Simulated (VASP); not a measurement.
# Si8C7 (a cell with a defect) in VASP: notebook, part 2 of 2

VASP 6.6.1. The steps go on from the part before.

### 3 Relaxation of the atoms, PBE (atoms taken out)

INCAR

```
ALGO = Normal ; EDIFF = 1E-6
EDIFFG = -0.025 ; ENCUT = 520
GGA = PE ; IBRION = 2
ISIF = 2 ; ISMEAR = 0
LASPH = True ; LCHARG = False
LREAL = Auto ; LWAVE = False
NELM = 100 ; NSW = 65
PREC = Accurate ; SIGMA = 0.01
```

KPOINTS

```
k-points
0
Gamma
  2 2 2
```

POSCAR

```
Si8C7
1.0
    0.0000000000      0.0000000000     -5.0742922873
    3.0919365181     -5.3553911431      0.0000000000
   -6.1838730361      0.0000000000      0.0000000000
Si C
8 7
Direct
    0.5004182929      0.1666666667      0.3333333333
    0.5004182929      0.6666666667      0.3333333333
    0.5004182929      0.1666666667      0.8333333333
    0.5004182929      0.6666666667      0.8333333333
    0.0004182929      0.3333333333      0.1666666667
    0.0004182929      0.8333333333      0.1666666667
    0.0004182929      0.3333333333      0.6666666667
    0.0004182929      0.8333333333      0.6666666667
    0.1245817071      0.6666666667      0.3333333333
    0.1245817071      0.1666666667      0.8333333333
    0.1245817071      0.6666666667      0.8333333333
    0.6245817071      0.3333333333      0.1666666667
    0.6245817071      0.8333333333      0.1666666667
    0.6245817071      0.3333333333      0.6666666667
    0.6245817071      0.8333333333      0.6666666667
```

Potentials or basis: VASP PAW PBE potentials, release 64 (Si, C).

Launch:

```console
> cat potpaw_PBE.64/Si/POTCAR potpaw_PBE.64/C/POTCAR > POTCAR
> mpirun -np 1 vasp_std > vasp.out
```

OUTCAR:

```text
EDIFF = 1E-6
   EDIFFG = -0.025
   ENCUT = 520
   GGA = PE
   IBRION = 2
   ISIF = 2
   ISMEAR = 0
   LASPH = True
   LREAL = Auto
   NELM = 100
   NSW = 65
   PREC = Accurate

 ion  position               nearest neighbor table
   1  0.500  0.167  0.333-  12 1.89  14 1.89  13 1.89   3 3.09   3 3.09   4 3.09   4 3.09   2 3.09
                             2 3.09   5 3.10   5 3.10   7 3.10   7 3.10   6 3.10   6 3.10
   2  0.500  0.667  0.333-  13 1.89  15 1.89  12 1.89   9 1.91   4 3.09   4 3.09   3 3.09   3 3.09
                             1 3.09   1 3.09   6 3.10   6 3.10   8 3.10   8 3.10   5 3.10   5 3.10
   3  0.500  0.167  0.833-  14 1.89  12 1.89  15 1.89  10 1.91   1 3.09   1 3.09   2 3.09   2 3.09
                             4 3.09   4 3.09   7 3.10   7 3.10   5 3.10   5 3.10   8 3.10   8 3.10
   4  0.500  0.667  0.833-  15 1.89  13 1.89  14 1.89  11 1.91   2 3.09   2 3.09   1 3.09   1 3.09
                             3 3.09   3 3.09   8 3.10   8 3.10   6 3.10   6 3.10   7 3.10   7 3.10
   5  0.000  0.333  0.167-  10 1.89   9 1.89  12 1.91   7 3.09   7 3.09   8 3.09   8 3.09   6 3.09
                             6 3.09   1 3.10   1 3.10   3 3.10   3 3.10   2 3.10   2 3.10
   6  0.000  0.833  0.167-   9 1.89  11 1.89  13 1.91   8 3.09   8 3.09   7 3.09   7 3.09   5 3.09
                             5 3.09   2 3.10   2 3.10   4 3.10   4 3.10   1 3.10   1 3.10
   7  0.000  0.333  0.667-  10 1.89  11 1.89  14 1.91   5 3.09   5 3.09   6 3.09   6 3.09   8 3.09
                             8 3.09   3 3.10   3 3.10   1 3.10   1 3.10   4 3.10   4 3.10
   8  0.000  0.833  0.667-  11 1.89   9 1.89  10 1.89  15 1.91   6 3.09   6 3.09   5 3.09   5 3.09
                             7 3.09   7 3.09   4 3.10   4 3.10   2 3.10   2 3.10   3 3.10   3 3.10
   9  0.125  0.667  0.333-   6 1.89   8 1.89   5 1.89   2 1.91
  10  0.125  0.167  0.833-   7 1.89   5 1.89   8 1.89   3 1.91
  11  0.125  0.667  0.833-   8 1.89   6 1.89   7 1.89   4 1.91
  12  0.625  0.333  0.167-   1 1.89   3 1.89   2 1.89   5 1.91
  13  0.625  0.833  0.167-   2 1.89   4 1.89   1 1.89   6 1.91
  14  0.625  0.333  0.667-   3 1.89   1 1.89   4 1.89   7 1.91
  15  0.625  0.833  0.667-   4 1.89   2 1.89   3 1.89   8 1.91

  LATTYP: Found a hexagonal cell.
 ALAT       =     6.1838730362
 C/A-ratio  =     0.8205686400

  Lattice vectors:

 A1 = (   3.0919365181,  -5.3553911431,   0.0000000000)
 A2 = (  -6.1838730361,   0.0000000000,   0.0000000000)
 A3 = (   0.0000000000,   0.0000000000,  -5.0742922873)

Analysis of symmetry for initial positions (statically):
=====================================================================
 Subroutine PRICEL returns:
 Original cell was already a primitive cell.

 Routine SETGRP: Setting up the symmetry group for a
 hexagonal supercell.

 Subroutine GETGRP returns: Found  6 space group operations
 (whereof  2 operations were pure point group operations)
 out of a pool of 24 trial point group operations.

The static configuration has the point symmetry C_1h.
 The point group associated with its full space group is C_3v.

Analysis of symmetry for dynamics (positions and initial velocities):
=====================================================================
 Subroutine PRICEL returns:
 Original cell was already a primitive cell.

 Routine SETGRP: Setting up the symmetry group for a
 hexagonal supercell.

 Subroutine GETGRP returns: Found  6 space group operations
 (whereof  2 operations were pure point group operations)
 out of a pool of 24 trial point group operations.

The dynamic configuration has the point symmetry C_1h.
 The point group associated with its full space group is C_3v.

 Subroutine INISYM returns: Found  6 space group operations
 (whereof  2 operations are pure point group operations),
 and found     1 'primitive' translations

----------------------------------------------------------------------------------------

                                     Primitive cell

[... 68 lines left out ...]

 Found      4 irreducible k-points:

 Following reciprocal coordinates:
            Coordinates               Weight
  0.000000  0.000000  0.000000      1.000000
  0.500000  0.000000  0.000000      1.000000
  0.000000  0.500000  0.000000      3.000000
  0.500000  0.500000  0.000000      3.000000
   k-points           NKPTS =      4   k-points in BZ     NKDIM =      4   number of bands    NBANDS=     38
   number of dos      NEDOS =    301   number of ions     NIONS =     15
   total plane-waves  NPLWV =  92160
   dimension x,y,z NGX =    40 NGY =   48 NGZ =   48
   dimension x,y,z NGXF=    80 NGYF=   96 NGZF=   96
   ions per type =               8   7
   NGX,Y,Z   is equivalent  to a cutoff of  13.10, 12.90, 12.90 a.u.
   NGXF,Y,Z  is equivalent  to a cutoff of  26.21, 25.81, 25.81 a.u.
 SYSTEM =  unknown system
   PREC   = accura    normal or accurate (medium, high low for compatibility)
   ISTART =      0    job   : 0-new  1-cont  2-samecut
   ICHARG =      2    charge: 1-file 2-atom 10-const
   ISPIN  =      1    spin polarized calculation?
   LNONCOLLINEAR =      F non collinear calculations
   LSORBIT =      F    spin-orbit coupling
   LASPH  =      T    aspherical Exc in radial PAW
   ENCUT  =  520.0 eV  38.22 Ry    6.18 a.u.   9.43 11.50 11.50*2*pi/ulx,y,z
   NELM   =    100;   NELMIN=  2; NELMDL= -5     # of ELM steps
   EDIFF  = 0.1E-05   stopping-criterion for ELM
   LREAL  =      T    real-space projection
   EDIFFG = -.3E-01   stopping-criterion for IOM
   NSW    =     65    number of steps for IOM
   IBRION =      2    ionic relax: 0-MD 1-quasi-New 2-CG
   NFREE  =      1    steps in history (QN), initial steepest desc. (CG)
   ISIF   =      2    stress and relaxation
   ISYM   =      2    0-nonsym 1-usesym 2-fastsym
   POTIM  = 0.5000    time-step for ionic-motion
   TEBEG  =    0.0;   TEEND  =   0.0 temperature during run
   PSTRESS=    0.0 pullay stress
   NELECT =      60.0000    total number of electrons
   NUPDOWN=      -1.0000    fix difference up-down
   EMIN   =  10.00;   EMAX   =-10.00  energy-range for DOS
   EFERMI =   0.00;   METHOD = LEGACY
   ISMEAR =     0;   SIGMA  =   0.01  broadening in eV -4-tet -1-fermi 0-gaus
   EFERMI_NEDOS =   21; number of points for ismear=-14 and -15
   IALGO  =     38    algorithm
   IMIX   =      4    mixing-type and parameters
     AMIX     =   0.40;   BMIX     =  1.00
     AMIX_MAG =   1.60;   BMIX_MAG =  1.00
  volume/ion in A,a.u.               =      11.20        75.60
  Fermi-wavevector in a.u.,A,eV,Ry     =   1.161403  2.194733 18.352303  1.348856
  Thomas-Fermi vector in A             =   2.297975
   LORBIT       =      0    0 simple, 1 ext, 2 COOP (PROOUT), +10 PAW based schemes
   GGA     = PE    functional components
   LHFCALC =     F    Hartree Fock is set to
   AEXX    =    0.0000 exact exchange contribution
   IVDW    =     0    specifies the selected vdW correction
   LEPSILON=     F    determine dielectric tensor
   LRPA    =     F    only Hartree local field effects (RPA)
 conjugate gradient relaxation of ions
 non-spin polarized calculation
 Gauss-broadening in eV      SIGMA  =   0.01
  energy-cutoff  :      520.00
  volume of cell :      168.05
 maximum number of plane-waves:      4542
 NGX is ok and might be reduce to    40
   NGX = 19   NGY = 23   NGZ = 23

--------------------------------------- Ionic step        1  -------------------------------------------

 number of electron      60.0000002 magnetization

 Free energy of the ion-electron system (eV)
  ---------------------------------------------------
  ext. energy  EPLUGINS =         0.00000000
  ---------------------------------------------------
  free energy    TOTEN  =      -107.27993651 eV

  energy without entropy =     -107.27800823  energy(sigma->0) =     -107.27897237

------------------------ aborting loop because EDIFF is reached ----------------------------------------

  FORCE on cell =-STRESS in cart. coord.  units (eV):
  Direction    XX          YY          ZZ          XY          YZ          ZX
  --------------------------------------------------------------------------------------
  -------------------------------------------------------------------------------------
  Total       -0.6602417     -0.6602417     -1.7250585      0.0000000      0.0000000     -0.0000000
  in kB       -6.2948629     -6.2948629    -16.4470184      0.0000000      0.0000000     -0.0000000
  external PRESSURE =      -9.6789147 kB  Pullay stress =       0.0000000 kB
[... 330 lines left out ...]
--------------------------------------- Ionic step        8  -------------------------------------------

 number of electron      60.0000003 magnetization

 Free energy of the ion-electron system (eV)
  ---------------------------------------------------
  ext. energy  EPLUGINS =         0.00000000
  ---------------------------------------------------
  free energy    TOTEN  =      -107.30529313 eV

  energy without entropy =     -107.30336485  energy(sigma->0) =     -107.30432899

 E-fermi :   9.3746     XC(G=0): -11.1036

 val. band max:        9.0014185891   @ k =   0.0000   0.0000   0.0000
 cond. band min:       9.3776523561   @ k =   0.0000   0.5000   0.0000
 fundamental gap:      0.3762337670
 Fermi energy:         9.3746066541

 k-point     1 :       0.0000    0.0000    0.0000
  band No.  band energies     occupation
      1      -7.5475      2.00000
      2      -4.5090      2.00000
      3      -4.5090      2.00000
      4      -4.3964      2.00000
      5      -3.7062      2.00000
      6      -3.0507      2.00000
[... 195 lines left out ...]
  FREE ENERGIE OF THE ION-ELECTRON SYSTEM (eV)
  ---------------------------------------------------
  free  energy   TOTEN  =      -107.3052931255 eV

  energy  without entropy=     -107.3033648465  energy(sigma->0) =     -107.30432899

 reached required accuracy - stopping structural energy minimisation
```

Wall time 6.2 min (1 thread of Intel Xeon 8259CL, shared host); peak memory 0.29 GiB.

What came out:

```
Free energy                  : -107.3053 eV
Energy gained by relaxing    : 1.7 meV/atom
Ionic steps                  : 8
Pressure after relaxing      : -0.7 GPa
Largest force after relaxing : 0.022 eV/Å
Band gap on the k mesh       : zero (bands 30 and 31 overlap by 0.41 eV)
```

Forces in eV/Å, atoms in the order of the input:
```
Si   0.000  0.000 -0.022
Si   0.001  0.001  0.008
Si   0.000 -0.002  0.008
Si  -0.001  0.001  0.008
Si  -0.015  0.009 -0.011
Si   0.000 -0.018 -0.011
Si   0.015  0.009 -0.011
Si   0.000  0.000  0.005
C   -0.003 -0.002  0.003
C    0.000  0.003  0.003
C    0.003 -0.002  0.003
C    0.003 -0.001  0.002
C    0.000  0.003  0.002
C   -0.003 -0.001  0.002
C    0.000  0.000  0.012
```

Stress tensor (GPa, compression positive):
```
-0.55  0.00  0.00
 0.00 -0.55  0.00
 0.00  0.00 -0.97
```

Step by step:
| step | energy change (eV) | largest force (eV/Å) | pressure (GPa) |
| --- | --- | --- | --- |
| 1 | 0.0000 | 0.4419 | -0.97 |
| 2 | -0.0193 | 0.1993 | -0.86 |
| 3 | -0.0227 | 0.1049 | -0.91 |
| 4 | -0.0245 | 0.0900 | -0.82 |
| 5 | -0.0245 | 0.0888 | -0.81 |
| 6 | -0.0251 | 0.0563 | -0.75 |
| 7 | -0.0251 | 0.0410 | -0.72 |
| 8 | -0.0254 | 0.0216 | -0.69 |

Final structure:
```yaml
crystal:
  lattice:
    - [0.00000, 0.00000, -5.07429]
    - [3.09194, -5.35539, 0.00000]
    - [-6.18387, 0.00000, 0.00000]
  atoms:
    - { symbol: Si, position: [0.50435, 0.16667, 0.33333] }
    - { symbol: Si, position: [0.50080, 0.66675, 0.33350] }
    - { symbol: Si, position: [0.50080, 0.16650, 0.83325] }
    - { symbol: Si, position: [0.50080, 0.66675, 0.83325] }
    - { symbol: Si, position: [0.99922, 0.33373, 0.16627] }
    - { symbol: Si, position: [0.99922, 0.83254, 0.16627] }
    - { symbol: Si, position: [0.99922, 0.33373, 0.66746] }
    - { symbol: Si, position: [0.99947, 0.83333, 0.66667] }
    - { symbol: C, position: [0.12524, 0.66810, 0.33620] }
    - { symbol: C, position: [0.12524, 0.16380, 0.83190] }
    - { symbol: C, position: [0.12524, 0.66810, 0.83190] }
    - { symbol: C, position: [0.62344, 0.33504, 0.16496] }
    - { symbol: C, position: [0.62344, 0.82991, 0.16496] }
    - { symbol: C, position: [0.62344, 0.33504, 0.67009] }
    - { symbol: C, position: [0.62550, 0.83333, 0.66667] }
```

Caveat: the k points lie up to 0.62 Å⁻¹ apart; the cell differs from its parent crystal (atoms taken out).

### 4 Relaxation of the atoms, PBE (atoms taken out)

INCAR

```
SYSTEM = Si8C7
PREC = Accurate ; ENCUT = 520
EDIFF = 1E-6 ; ISMEAR = 0
SIGMA = 0.01 ; LREAL = Auto
LASPH = .True. ; NELM = 80
ALGO = Normal ; ISIF = 2
LWAVE = .False. ; LCHARG = .False.
GGA = PE ; IBRION = 2
NSW = 65 ; EDIFFG = -0.025
NELECT = 58.0
```

KPOINTS

```
regular mesh
0
Gamma
  2 2 2
  0 0 0
```

POSCAR

```
Si8C7
1.0
    0.0000000000      0.0000000000     -5.0742922873
    3.0919365181     -5.3553911431      0.0000000000
   -6.1838730361      0.0000000000      0.0000000000
Si C
8 7
Direct
    0.5153885273      0.1666666667      0.3333333333
    0.5017094605      0.6678023880      0.3356047759
    0.5017094605      0.1643952241      0.8321976120
    0.5017094605      0.6678023880      0.8321976120
   -0.0016595214      0.3376657640      0.1623342360
   -0.0016595214      0.8246684720      0.1623342360
   -0.0016595214      0.3376657640      0.6753315280
   -0.0020903735      0.8333333333      0.6666666667
    0.1245356106      0.6678618734      0.3357237468
    0.1245356106      0.1642762532      0.8321381266
    0.1245356106      0.6678618734      0.8321381266
    0.6217505455      0.3337877692      0.1662122308
    0.6217505455      0.8324244615      0.1662122308
    0.6217505455      0.3337877692      0.6675755385
    0.6231118532      0.8333333333      0.6666666667
```

Launch:

```console
> cat potpaw_PBE.64/Si/POTCAR potpaw_PBE.64/C/POTCAR > POTCAR
> mpirun -np 1 vasp_std > vasp.out
```

Run time: 8.5 min. Hardware: 1 thread of Intel Xeon 8259CL, shared host; peak memory 0.29 GiB.

It converged, with:

```
Free energy                  : -124.3836 eV
Energy gained by relaxing    : 10.9 meV/atom
Ionic steps                  : 12
Largest force after relaxing : 0.016 eV/Å
```

Forces in eV/Å, atoms in the order of the input:
```
Si   0.000  0.000 -0.007
Si  -0.003 -0.002  0.003
Si   0.000  0.004  0.003
Si   0.003 -0.002  0.003
Si   0.009 -0.005  0.006
Si   0.000  0.011  0.006
Si  -0.009 -0.005  0.006
Si   0.000  0.000 -0.016
C    0.007  0.004 -0.004
C    0.000 -0.009 -0.004
C   -0.007  0.004 -0.004
C    0.001  0.000 -0.003
C    0.000  0.001 -0.003
C   -0.001  0.000 -0.003
C    0.000  0.000  0.013
```

Step by step:
```csv
step,energy change (eV),largest force (eV/Å),pressure (GPa)
1,0.0000,1.0266,-22.90
2,-0.1177,0.5115,-21.45
3,-0.1198,0.3845,-21.64
4,-0.1472,0.2528,-21.03
5,-0.1472,0.2514,-21.01
6,-0.1536,0.2479,-20.88
7,-0.1545,0.2480,-20.81
8,-0.1596,0.1704,-20.75
9,-0.1630,0.0937,-20.55
10,-0.1638,0.0660,-20.61
11,-0.1641,0.0359,-20.57
12,-0.1642,0.0159,-20.58
```

Final structure:
```xyz
15
Lattice="0.0000 0.0000 -5.0743 3.0919 -5.3554 0.0000 -6.1839 0.0000 0.0000" Properties=species:S:1:pos:R:3 pbc="T T T"
Si   -1.5460   -0.8926   -2.7729
Si   -0.0233   -3.5837   -2.5383
Si   -4.6379   -0.8657   -2.5383
Si   -3.0686   -3.5837   -2.5383
Si    0.0845   -1.8339   -5.0376
Si    1.5460   -4.3653   -5.0376
Si   -3.1764   -1.8339   -5.0376
Si   -1.5460   -4.4628   -5.0479
C    -0.0122   -3.5773   -0.6302
C    -4.6379   -0.8785   -0.6302
C    -3.0798   -3.5773   -0.6302
C     0.0097   -1.7907   -3.1474
C     1.5460   -4.4516   -3.1474
C    -3.1016   -1.7907   -3.1474
C    -1.5460   -4.4628   -3.1552
```

Levels at points of the mesh, in eV from the Fermi level:
```csv
k point,band 26,band 27,band 28,band 29,band 30,band 31,band 32,band 33
"(0.00, 0.00, 0.00)",-1.21,-0.91,-0.17,-0.17,1.81,3.30,3.41,3.41
"(0.50, 0.00, 0.00)",-1.28,-1.13,-0.52,-0.52,2.85,3.55,3.55,3.61
"(0.00, 0.50, 0.00)",-1.51,-0.74,-0.36,-0.11,1.07,2.23,3.37,4.02
"(0.50, 0.50, 0.00)",-1.65,-1.46,-1.31,-0.66,0.82,2.69,3.24,4.72
```

Caveat: the k points lie up to 0.62 Å⁻¹ apart; the cell carries a net charge on a neutralising background, which shifts energy and pressure; the cell differs from its parent crystal (atoms taken out); the cell is charged against a uniform background, so pressure and absolute levels hang on convention.

The gap in the log of VASP goes by the Fermi energy; the results here count the filled bands.